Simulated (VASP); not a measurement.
Runs of VASP 6.6.1 on Hf3NbO. The structure is that of space group Pm-3m (No. 221), or close to it. The cells are those of the table. 

| task | spin | cell | k mesh | cutoff (eV) | gap on the mesh (eV) | pressure (GPa) |
| --- | --- | --- | --- | --- | --- | --- |
| single point | collinear, zero start | a = 4.335 Å, 5 atoms | 4 × 4 × 4 | 520 | none | 71.3 |
| single point | off | a = 5.039 Å, 5 atoms | 8 × 8 × 8 | 520 | none | (a) |
| relaxation of cell and atoms | off | relaxed from a = 4.335 Å, 5 atoms | 4 × 4 × 4 | 600 | none | 0.0 |
| single point | off | a = 4.335 Å, 5 atoms | 4 × 4 × 4 | 520 | none | 71.3 |
| single point | off | a = 5.023 Å, 5 atoms | 4 × 4 × 4 | 520 | none | -0.5 |

Alike in all rows: level PBE; potentials or basis VASP PAW PBE potentials, release 64 (Hf_pv, Nb_sv, O); smearing gaussian 0.1 eV.

Q: Fill in the values left out.

A: (a) -0.6.

Caveats: some runs use coarse meshes; spin-orbit coupling is left out, which moves the levels of the heavy elements; an odd number of electrons without spin polarisation forces a metal (some runs); a magnetic or distorted state may lie lower (some runs).

A k mesh can miss the band edges, and the runs leave out spin-orbit coupling on Hf, Nb.

A gap of «none» marks levels without a gap at the run's occupations.
